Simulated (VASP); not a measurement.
# Os (P6_3/mmc) in VASP: single point with PBE+U

Aim: the single point of Os with PBE+U.

All numbers are computed with VASP 6.6.1; they aren't measurements. Logs are shortened: lines on timing, memory, paths and dates and some standing lists are left out, and cuts for length are marked.

**1. The cell of the first run**

It takes space group P6_3/mmc (No. 194, hexagonal). Conventional cell: a = 2.740 Å, b = 2.740 Å, c = 4.326 Å, α = 90.00°, β = 90.00°, γ = 120.00°. Within 3.5 Å of Os (site symmetry -6m2) lie 12 Os at 2.68 to 2.74 Å.

**2. Single point, PBE+U**

Contents of INCAR:

```
SYSTEM = Os
PREC = Accurate
ENCUT = 560
EDIFF = 1E-6
ISMEAR = 0
SIGMA = 0.05
LREAL = .FALSE.
LASPH = .TRUE.
NELM = 200
ALGO = Normal
ISIF = 2
LWAVE = .FALSE.
LCHARG = .FALSE.
LMAXMIX = 4
LDAU = .TRUE.
LDAUTYPE = 2
LDAUL = 2
LDAUU = 2
LDAUJ = 0
LDAUPRINT = 1
GGA = PE
NBANDS = 23
GGA_COMPAT = .FALSE.
```

Contents of KPOINTS:

```
regular mesh
0
G
  14 14 8
  0 0 0
```

Contents of POSCAR:

```
Os
1.0
    2.7400013676      0.0000000000      0.0000000000
   -1.3700006838      2.3729107908      0.0000000000
    0.0000000000      0.0000000000      4.3264621595
Os
2
Direct
    0.3333333333      0.6666666667      0.7500000000
    0.6666666667      0.3333333333      0.2500000000
```

Potentials or basis: VASP PAW PBE potentials, release 64 (Os_sv_GW).

The run is started by

```sh
$ cat potpaw_PBE.64/Os_sv_GW/POTCAR > POTCAR
$ mpirun -np 1 vasp_std > vasp.out
```

OUTCAR:

```text
SYSTEM = Os
   PREC = Accurate
   ENCUT = 560
   EDIFF = 1E-6
   ISMEAR = 0
   LREAL = .FALSE.
   LASPH = .TRUE.
   NELM = 200
   ISIF = 2
   GGA = PE

 ion  position               nearest neighbor table
   1  0.333  0.667  0.750-   2 2.68   2 2.68   2 2.68   2 2.68   2 2.68   2 2.68
   2  0.667  0.333  0.250-   1 2.68   1 2.68   1 2.68   1 2.68   1 2.68   1 2.68

  LATTYP: Found a hexagonal cell.
 ALAT       =     2.7400013676
 C/A-ratio  =     1.5790000000

  Lattice vectors:

 A1 = (   2.7400013676,   0.0000000000,   0.0000000000)
 A2 = (  -1.3700006838,   2.3729107908,   0.0000000000)
 A3 = (   0.0000000000,   0.0000000000,   4.3264621595)

Analysis of symmetry for initial positions (statically):
=====================================================================
 Subroutine PRICEL returns:
 Original cell was already a primitive cell.

 Routine SETGRP: Setting up the symmetry group for a
 hexagonal supercell.

 Subroutine GETGRP returns: Found 24 space group operations
 (whereof 12 operations were pure point group operations)
 out of a pool of 24 trial point group operations.

The static configuration has the point symmetry D_3d.
 The point group associated with its full space group is D_6h.

Analysis of symmetry for dynamics (positions and initial velocities):
=====================================================================
 Subroutine PRICEL returns:
 Original cell was already a primitive cell.

 Routine SETGRP: Setting up the symmetry group for a
 hexagonal supercell.

 Subroutine GETGRP returns: Found 24 space group operations
 (whereof 12 operations were pure point group operations)
 out of a pool of 24 trial point group operations.

The dynamic configuration has the point symmetry D_3d.
 The point group associated with its full space group is D_6h.

 Subroutine INISYM returns: Found 24 space group operations
 (whereof 12 operations are pure point group operations),
 and found     1 'primitive' translations

----------------------------------------------------------------------------------------

                                     Primitive cell

  volume of cell :      28.1297

  direct lattice vectors                    reciprocal lattice vectors
     2.740001368  0.000000000  0.000000000     0.364963321  0.210711672  0.000000000
    -1.370000684  2.372910791  0.000000000     0.000000000  0.421423344  0.000000000
     0.000000000  0.000000000  4.326462160     0.000000000  0.000000000  0.231135732

  length of vectors
     2.740001368  2.740001368  4.326462160     0.421423344  0.421423344  0.231135732

  position of ions in fractional coordinates (direct lattice)
     0.333333333  0.666666667  0.750000000
     0.666666667  0.333333333  0.250000000

  ion indices of the primitive-cell ions
   primitive index   ion index
                 1           1
                 2           2

----------------------------------------------------------------------------------------

 KPOINTS: regular mesh

Automatic generation of k-mesh.
 Grid dimensions read from file:
 generate k-points for:   14   14    8

 Generating k-lattice:

  Cartesian coordinates                     Fractional coordinates (reciprocal lattice)
     0.026068809  0.015050834  0.000000000     0.071428571 -0.000000000  0.000000000
     0.000000000  0.030101667  0.000000000     0.000000000  0.071428571  0.000000000
     0.000000000  0.000000000  0.028891967     0.000000000  0.000000000  0.125000000

[... 87 lines left out ...]
   AEXX    =    0.0000 exact exchange contribution
   IVDW    =     0    specifies the selected vdW correction
   LEPSILON=     F    determine dielectric tensor
   LRPA    =     F    only Hartree local field effects (RPA)
 non-spin polarized calculation
 Gauss-broadening in eV      SIGMA  =   0.05
  energy-cutoff  :      560.00
  volume of cell :       28.13
 maximum number of plane-waves:       860
 NGX is ok and might be reduce to    24
   NGX = 11   NGY = 11   NGZ = 17

atom =   1  type =  1  l = 2

 onsite density matrix

spin component  1

  0.5251  0.0000 -0.0000  0.0000  0.0000
  0.0000  0.5349 -0.0000  0.0000  0.0000
 -0.0000 -0.0000  0.5091  0.0000  0.0000
  0.0000  0.0000  0.0000  0.5349 -0.0000
  0.0000  0.0000  0.0000 -0.0000  0.5251

spin component  2

  0.5251  0.0000 -0.0000  0.0000  0.0000
  0.0000  0.5349 -0.0000  0.0000  0.0000
 -0.0000 -0.0000  0.5091  0.0000  0.0000
  0.0000  0.0000  0.0000  0.5349 -0.0000
  0.0000  0.0000  0.0000 -0.0000  0.5251

 occupancies and eigenvectors

  o =  0.5091  v =  0.0000 -0.0000 -1.0000 -0.0000  0.0000  0.0000  0.0000  0.0000  0.0000  0.0000      0.0000  0.0000  0.0000  0.0000  0.0000  0.0000  0.0000  0.0000  0.0000  0.0000
  o =  0.5091  v =  0.0000  0.0000  0.0000  0.0000  0.0000  0.0000 -0.0000 -1.0000 -0.0000  0.0000      0.0000  0.0000  0.0000  0.0000  0.0000  0.0000  0.0000  0.0000  0.0000  0.0000
  o =  0.5251  v =  1.0000  0.0000  0.0000  0.0000  0.0000  0.0000  0.0000  0.0000  0.0000  0.0000      0.0000  0.0000  0.0000  0.0000  0.0000  0.0000  0.0000  0.0000  0.0000  0.0000
  o =  0.5251  v =  0.0000  0.0000  0.0000  0.0000  0.0000  1.0000  0.0000  0.0000  0.0000  0.0000      0.0000  0.0000  0.0000  0.0000  0.0000  0.0000  0.0000  0.0000  0.0000  0.0000
  o =  0.5251  v =  0.0000  0.0000  0.0000  0.0000  0.0000  0.0000  0.0000 -0.0000 -0.0000 -1.0000      0.0000  0.0000  0.0000  0.0000  0.0000  0.0000  0.0000  0.0000  0.0000  0.0000
  o =  0.5251  v =  0.0000  0.0000 -0.0000 -0.0000 -1.0000  0.0000  0.0000  0.0000  0.0000  0.0000      0.0000  0.0000  0.0000  0.0000  0.0000  0.0000  0.0000  0.0000  0.0000  0.0000
  o =  0.5349  v =  0.0000 -0.0000 -0.0000  1.0000 -0.0000  0.0000  0.0000  0.0000  0.0000  0.0000      0.0000  0.0000  0.0000  0.0000  0.0000  0.0000  0.0000  0.0000  0.0000  0.0000
  o =  0.5349  v =  0.0000  0.0000  0.0000  0.0000  0.0000  0.0000 -0.0000 -0.0000  1.0000 -0.0000      0.0000  0.0000  0.0000  0.0000  0.0000  0.0000  0.0000  0.0000  0.0000  0.0000
  o =  0.5349  v =  0.0000  0.0000  0.0000  0.0000  0.0000  0.0000 -1.0000  0.0000 -0.0000 -0.0000      0.0000  0.0000  0.0000  0.0000  0.0000  0.0000  0.0000  0.0000  0.0000  0.0000
  o =  0.5349  v =  0.0000 -1.0000  0.0000 -0.0000 -0.0000  0.0000  0.0000  0.0000  0.0000  0.0000      0.0000  0.0000  0.0000  0.0000  0.0000  0.0000  0.0000  0.0000  0.0000  0.0000

atom =   2  type =  1  l = 2

 onsite density matrix

spin component  1

  0.5251 -0.0000 -0.0000 -0.0000  0.0000
 -0.0000  0.5349 -0.0000 -0.0000  0.0000
 -0.0000 -0.0000  0.5091 -0.0000  0.0000
 -0.0000 -0.0000 -0.0000  0.5349 -0.0000
  0.0000  0.0000  0.0000 -0.0000  0.5251

spin component  2

  0.5251 -0.0000 -0.0000 -0.0000  0.0000
 -0.0000  0.5349 -0.0000 -0.0000  0.0000
 -0.0000 -0.0000  0.5091 -0.0000  0.0000
 -0.0000 -0.0000 -0.0000  0.5349 -0.0000
  0.0000  0.0000  0.0000 -0.0000  0.5251

 occupancies and eigenvectors

  o =  0.5091  v =  0.0000  0.0000  1.0000  0.0000 -0.0000  0.0000  0.0000  0.0000  0.0000  0.0000      0.0000  0.0000  0.0000  0.0000  0.0000  0.0000  0.0000  0.0000  0.0000  0.0000
  o =  0.5091  v =  0.0000  0.0000  0.0000  0.0000  0.0000  0.0000  0.0000  1.0000  0.0000 -0.0000      0.0000  0.0000  0.0000  0.0000  0.0000  0.0000  0.0000  0.0000  0.0000  0.0000
  o =  0.5251  v =  0.0000  0.0000  0.0000  0.0000  0.0000  0.0000 -0.0000  0.0000  0.0000  1.0000      0.0000  0.0000  0.0000  0.0000  0.0000  0.0000  0.0000  0.0000  0.0000  0.0000
  o =  0.5251  v =  0.0000 -0.0000  0.0000  0.0000  1.0000  0.0000  0.0000  0.0000  0.0000  0.0000      0.0000  0.0000  0.0000  0.0000  0.0000  0.0000  0.0000  0.0000  0.0000  0.0000
  o =  0.5251  v =  0.0000  0.0000  0.0000  0.0000  0.0000  1.0000  0.0000  0.0000  0.0000  0.0000      0.0000  0.0000  0.0000  0.0000  0.0000  0.0000  0.0000  0.0000  0.0000  0.0000
  o =  0.5251  v =  1.0000  0.0000  0.0000  0.0000  0.0000  0.0000  0.0000  0.0000  0.0000  0.0000      0.0000  0.0000  0.0000  0.0000  0.0000  0.0000  0.0000  0.0000  0.0000  0.0000
  o =  0.5349  v =  0.0000  0.0000  0.0000 -1.0000  0.0000  0.0000  0.0000  0.0000  0.0000  0.0000      0.0000  0.0000  0.0000  0.0000  0.0000  0.0000  0.0000  0.0000  0.0000  0.0000
  o =  0.5349  v =  0.0000  0.0000  0.0000  0.0000  0.0000  0.0000  0.0000  0.0000 -1.0000  0.0000      0.0000  0.0000  0.0000  0.0000  0.0000  0.0000  0.0000  0.0000  0.0000  0.0000
  o =  0.5349  v =  0.0000  0.0000  0.0000  0.0000  0.0000  0.0000  1.0000 -0.0000  0.0000  0.0000      0.0000  0.0000  0.0000  0.0000  0.0000  0.0000  0.0000  0.0000  0.0000  0.0000
  o =  0.5349  v =  0.0000  1.0000 -0.0000  0.0000  0.0000  0.0000  0.0000  0.0000  0.0000  0.0000      0.0000  0.0000  0.0000  0.0000  0.0000  0.0000  0.0000  0.0000  0.0000  0.0000

 number of electron      32.0000000 magnetization

 Free energy of the ion-electron system (eV)
  ---------------------------------------------------
  ext. energy  EPLUGINS =         0.00000000
  ---------------------------------------------------
  free energy    TOTEN  =       -19.72873284 eV

  energy without entropy =      -19.72614192  energy(sigma->0) =      -19.72743738

 E-fermi :  13.6875     XC(G=0): -14.5740

 val. band max:       13.6789437615   @ k =   0.0714   0.0714   0.3750
 cond. band min:      13.7000792405   @ k =   0.2143   0.0000   0.3750
 fundamental gap:      0.0211354789
 Fermi energy:        13.6875031031

 k-point     1 :       0.0000    0.0000    0.0000
  band No.  band energies     occupation
      1     -72.9960      2.00000
      2     -72.8836      2.00000
      3     -32.9474      2.00000
      4     -32.0263      2.00000
      5     -32.0263      2.00000
      6     -31.8508      2.00000
[... 613 lines left out ...]
     22      26.6877      0.00000
     23      28.3541      0.00000

 [... further k-points ...]

------------------------ aborting loop because EDIFF is reached ----------------------------------------

  FORCE on cell =-STRESS in cart. coord.  units (eV):
  Direction    XX          YY          ZZ          XY          YZ          ZX
  --------------------------------------------------------------------------------------
  -------------------------------------------------------------------------------------
  Total        0.7693890      0.7693890      0.6238621      0.0000000     -0.0000000     -0.0000000
  in kB       43.8219231     43.8219231     35.5331809      0.0000000     -0.0000000     -0.0000000
  external PRESSURE =      41.0590090 kB  Pullay stress =       0.0000000 kB

 VOLUME and BASIS-vectors are now :
 -----------------------------------------------------------------------------
  energy-cutoff  :      560.00
  volume of cell :       28.13
      direct lattice vectors                 reciprocal lattice vectors
     2.740001368  0.000000000  0.000000000     0.364963321  0.210711672  0.000000000
    -1.370000684  2.372910791  0.000000000     0.000000000  0.421423344  0.000000000
     0.000000000  0.000000000  4.326462160     0.000000000  0.000000000  0.231135732

 POSITION                                       TOTAL-FORCE (eV/Angst)
 -----------------------------------------------------------------------------------
     -0.00000      1.58194      3.24485        -0.000000     -0.000000      0.000000
      1.37000      0.79097      1.08162         0.000000      0.000000      0.000000
 -----------------------------------------------------------------------------------
    total drift:                               -0.000000      0.000000     -0.000000

  FREE ENERGIE OF THE ION-ELECTRON SYSTEM (eV)
  ---------------------------------------------------
  free  energy   TOTEN  =       -19.7287328438 eV

  energy  without entropy=      -19.7261419226  energy(sigma->0) =      -19.72743738
```

Run time: 57 s. Hardware: 1 thread of AMD EPYC 7R13 (Zen 3), shared host; peak memory 0.18 GiB.

What came out:

* Free energy: -19.7287 eV
* Pressure: 4.1 GPa
* Band gap on the k mesh: zero (bands 16 and 17 overlap by 3.75 eV)

Levels at points of the mesh, in eV from the Fermi level:
| k point | band 12 | band 13 | band 14 | band 15 | band 16 | band 17 | band 18 | band 19 | band 20 | band 21 |
| --- | --- | --- | --- | --- | --- | --- | --- | --- | --- | --- |
| (0.00, 0.00, 0.00) | -3.06 | -2.78 | -2.23 | -2.23 | -1.61 | -1.61 | 0.02 | 1.63 | 1.63 | 8.97 |
| (0.50, 0.00, 0.00) | -3.58 | -2.90 | -2.59 | -1.87 | 2.00 | 2.56 | 2.67 | 4.39 | 5.67 | 9.16 |
| (0.00, 0.00, 0.50) | -3.55 | -3.26 | -3.26 | -3.26 | -3.26 | 0.85 | 0.85 | 0.85 | 0.85 | 13.02 |
| (0.50, 0.00, 0.50) | -5.32 | -1.25 | -1.25 | -0.18 | -0.18 | 2.34 | 2.34 | 3.27 | 3.27 | 9.01 |

Eigenvalues of the final occupation matrices:
| site | spin | trace | eigenvalues |
| --- | --- | --- | --- |
| site 1 d | 1 | 2.63 | 0.51 0.53 0.53 0.53 0.53 |
| site 1 d | 2 | 2.63 | 0.51 0.53 0.53 0.53 0.53 |
| site 2 d | 1 | 2.63 | 0.51 0.53 0.53 0.53 0.53 |
| site 2 d | 2 | 2.63 | 0.51 0.53 0.53 0.53 0.53 |

Caveat: the cell stands under pressure; spin-orbit coupling is left out, which moves the levels of the heavy elements; U without spin polarisation on a metal has little footing; the U is typed as a test and isn't derived for this compound.

The gap in the log of VASP goes by the Fermi energy; the results here count the filled bands.